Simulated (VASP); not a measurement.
# BeTe in VASP: a series of runs, part 2 of 2

VASP 6.6.1. The steps go on from the part before.

### Step 3. Single point, PBE

File INCAR:

```
SYSTEM = BeTe
PREC = Accurate ; ENCUT = 520
EDIFF = 1E-7 ; ISMEAR = 0
SIGMA = 0.1 ; LREAL = .FALSE.
LASPH = .TRUE. ; NELM = 60
ALGO = Normal ; ISIF = 2
LWAVE = .FALSE. ; LCHARG = .FALSE.
GGA = PE ; NBANDS = 11
```

File KPOINTS:

```
regular mesh
0
G
  18 18 18
  0 0 0
```

File POSCAR:

```
BeTe
1.0
    0.0000000000      2.6803073389      2.6803073389
    2.6803073389      0.0000000000      2.6803073389
    2.6803073389      2.6803073389      0.0000000000
Be Te
1 1
Direct
    0.5000000000      0.5000000000      0.5000000000
    0.0000000000      0.0000000000      0.0000000000
```

Potentials or basis: VASP PAW PBE potentials, release 64 (Be, Te).

The run is started by

```bash
$ cat potpaw_PBE.64/Be/POTCAR potpaw_PBE.64/Te/POTCAR > POTCAR
$ mpirun -np 1 vasp_std > vasp.out
```

OUTCAR:

```text
SYSTEM = BeTe
   PREC = Accurate
   ENCUT = 520
   EDIFF = 1E-7
   ISMEAR = 0
   LREAL = .FALSE.
   LASPH = .TRUE.
   NELM = 60
   ISIF = 2
   GGA = PE

 ion  position               nearest neighbor table
   1  0.500  0.500  0.500-   2 2.68   2 2.68   2 2.68   2 2.68   2 2.68   2 2.68
   2  0.000  0.000  0.000-   1 2.68   1 2.68   1 2.68   1 2.68   1 2.68   1 2.68

  LATTYP: Found a face centered cubic cell.
 ALAT       =     5.3606146778

  Lattice vectors:

 A1 = (   0.0000000000,   2.6803073389,   2.6803073389)
 A2 = (   2.6803073389,   0.0000000000,   2.6803073389)
 A3 = (   2.6803073389,   2.6803073389,   0.0000000000)
[... 513 lines left out ...]
      8      13.4587      0.00000
      9      14.7297      0.00000
     10      15.3748      0.00000
     11      16.6932      0.00000

 [... further k-points ...]
[... 5 lines left out ...]
  --------------------------------------------------------------------------------------
  -------------------------------------------------------------------------------------
  Total        0.0176983      0.0176983      0.0176983      0.0000000     -0.0000000      0.0000000
  in kB        0.7363051      0.7363051      0.7363051      0.0000000     -0.0000000      0.0000000
  external PRESSURE =       0.7363051 kB  Pullay stress =       0.0000000 kB

 VOLUME and BASIS-vectors are now :
 -----------------------------------------------------------------------------
  energy-cutoff  :      520.00
  volume of cell :       38.51
      direct lattice vectors                 reciprocal lattice vectors
     0.000000000  2.680307339  2.680307339    -0.186545771  0.186545771  0.186545771
     2.680307339  0.000000000  2.680307339     0.186545771 -0.186545771  0.186545771
     2.680307339  2.680307339  0.000000000     0.186545771  0.186545771 -0.186545771

 POSITION                                       TOTAL-FORCE (eV/Angst)
 -----------------------------------------------------------------------------------
      2.68031      2.68031      2.68031        -0.000000     -0.000000     -0.000000
      0.00000      0.00000      0.00000         0.000000      0.000000      0.000000
 -----------------------------------------------------------------------------------
    total drift:                               -0.000000      0.000000      0.000000

  FREE ENERGIE OF THE ION-ELECTRON SYSTEM (eV)
  ---------------------------------------------------
  free  energy   TOTEN  =        -6.6026990110 eV

  energy  without entropy=       -6.5989664508  energy(sigma->0) =       -6.60083273
```

OSZICAR:

```text
N       E                     dE             d eps       ncg     rms          rms(c)
DAV:   1     0.124724737390E+02    0.12472E+02   -0.30466E+03  4298   0.569E+02
DAV:   2    -0.588971386561E+01   -0.18362E+02   -0.17655E+02  5866   0.883E+01
DAV:   3    -0.659311148242E+01   -0.70340E+00   -0.69355E+00  5547   0.147E+01
DAV:   4    -0.659863728784E+01   -0.55258E-02   -0.53783E-02  5126   0.156E+00
DAV:   5    -0.659869296723E+01   -0.55679E-04   -0.55671E-04  5239   0.158E-01    0.530E+00
DAV:   6    -0.660006019323E+01   -0.13672E-02   -0.16350E-03  5044   0.260E-01    0.322E+00
DAV:   7    -0.660260033344E+01   -0.25401E-02   -0.41648E-03  4782   0.440E-01    0.665E-02
DAV:   8    -0.660268497924E+01   -0.84646E-04   -0.11769E-04  5283   0.714E-02    0.263E-02
DAV:   9    -0.660269841920E+01   -0.13440E-04   -0.12234E-05  4829   0.232E-02    0.788E-03
DAV:  10    -0.660269898184E+01   -0.56264E-06   -0.21149E-06  5004   0.826E-03    0.231E-03
DAV:  11    -0.660269901102E+01   -0.29178E-07   -0.41514E-08  3474   0.139E-03
   1 F= -.66026990E+01 E0= -.66008327E+01  d E =-.373256E-02
```

stdout:

```text
POSCAR found type information on POSCAR BeTe
 POSCAR found :  2 types and       2 ions
 scaLAPACK will be used
 LDA part: xc-table for (Slater+PW92), standard interpolation
 POSCAR, INCAR and KPOINTS ok, starting setup
 FFT: planning ... GRIDC
 FFT: planning ... GRID_SOFT
 FFT: planning ... GRID
 WAVECAR not read
 entering main loop
```

Wall time 46 s (1 thread of Intel Xeon Platinum 8375C at 2.90GHz (Ice Lake), shared host); peak memory 0.22 GiB.

Results:

```
Free energy            : -6.6027 eV
Pressure               : 0.1 GPa
Band gap on the k mesh : zero (band 4 reaches 7.54 eV, above the bottom of band 5 at 6.32 eV)
```

Caveat: spin-orbit coupling is left out, which moves the levels of the heavy elements.

### Step 4. Relaxation of cell and atoms, PBE

File INCAR:

```
  PREC = Accurate
  ENCUT = 600
  EDIFF = 1E-6
  ISMEAR = 0
  SIGMA = 0.1
  LREAL = F
  LASPH = T
  NELM = 80
  ALGO = Normal
  ISIF = 3
  LWAVE = F
  LCHARG = F
  GGA = PE
  IBRION = 2
  NSW = 100
  EDIFFG = -0.01
```

File KPOINTS:

```
regular mesh
0
Gamma
  18 18 18
```

File POSCAR:

```
BeTe
1.0
    0.0000000000      2.6793337679      2.6793337679
    2.6793337679      0.0000000000      2.6793337679
    2.6793337679      2.6793337679      0.0000000000
Be Te
1 1
Direct
    0.5000000000      0.5000000000      0.5000000000
    0.0000000000      0.0000000000      0.0000000000
```

The run is started by

```bash
$ cat potpaw_PBE.64/Be/POTCAR potpaw_PBE.64/Te/POTCAR > POTCAR
$ mpirun -np 1 vasp_std > vasp.out
```

It took 76 s on 1 thread of Intel Xeon Platinum 8375C at 2.90GHz (Ice Lake), shared host; peak memory 0.24 GiB.

Results (log left out):

```yaml
Free_energy: -6.6027 eV
Relaxed_volume: 19.28 Å³/atom
Relaxed_cell: a = 3.792 Å, b = 3.792 Å, c = 3.792 Å, α = 60.00°, β = 60.00°, γ = 60.00°
Space_group_after_relaxing_to_0.05_Å: Fm-3m (No. 225)
Energy_gained_by_relaxing: 0.0 meV/atom
Ionic_steps: 2
Pressure_after_relaxing: 0.0 GPa
Band_gap_on_the_k_mesh: zero (band 4 reaches 7.52 eV, above the bottom of band 5 at 6.30 eV)
```

Final structure:
```
CELL_PARAMETERS angstrom
0.00000 2.68165 2.68165
2.68165 0.00000 2.68165
2.68165 2.68165 0.00000
ATOMIC_POSITIONS crystal
Be 0.50000 0.50000 0.50000
Te 0.00000 0.00000 0.00000
```

Levels at points of the mesh, in eV from the Fermi level:
| k point | band 2 | band 3 | band 4 | band 5 | band 6 | band 7 |
| --- | --- | --- | --- | --- | --- | --- |
| (0.00, 0.00, 0.00) | -0.22 | -0.22 | -0.22 | 3.09 | 6.31 | 6.31 |
| (0.50, 0.00, 0.00) | -6.73 | -0.21 | -0.21 | 2.34 | 2.34 | 2.99 |
| (0.50, 0.50, 0.00) | -5.99 | -2.96 | -2.96 | -0.89 | 3.12 | 8.88 |

Caveat: spin-orbit coupling is left out, which moves the levels of the heavy elements.

### Step 5. Overview

| task | cell | k mesh | cutoff (eV) | gap on the mesh (eV) | pressure (GPa) |
| --- | --- | --- | --- | --- | --- |
| single point | a = 3.789 Å, angles 60.0°, 2 atoms | 6 × 6 × 6 | 520 | none | 0.0 |
| single point | a = 3.791 Å, angles 60.0°, 2 atoms | 18 × 18 × 18 | 520 | none | 0.1 |
| relaxation of cell and atoms | relaxed from a = 3.789 Å, angles 60.0°, 2 atoms | 18 × 18 × 18 | 600 | none | 0.0 |

Alike in all rows: level PBE; potentials or basis VASP PAW PBE potentials, release 64 (Be, Te); no spin polarisation; smearing gaussian 0.1 eV.

Caveats: spin-orbit coupling is left out, which moves the levels of the heavy elements.

Total energies depend on the potentials used, so only differences within one code and one set of settings carry meaning.
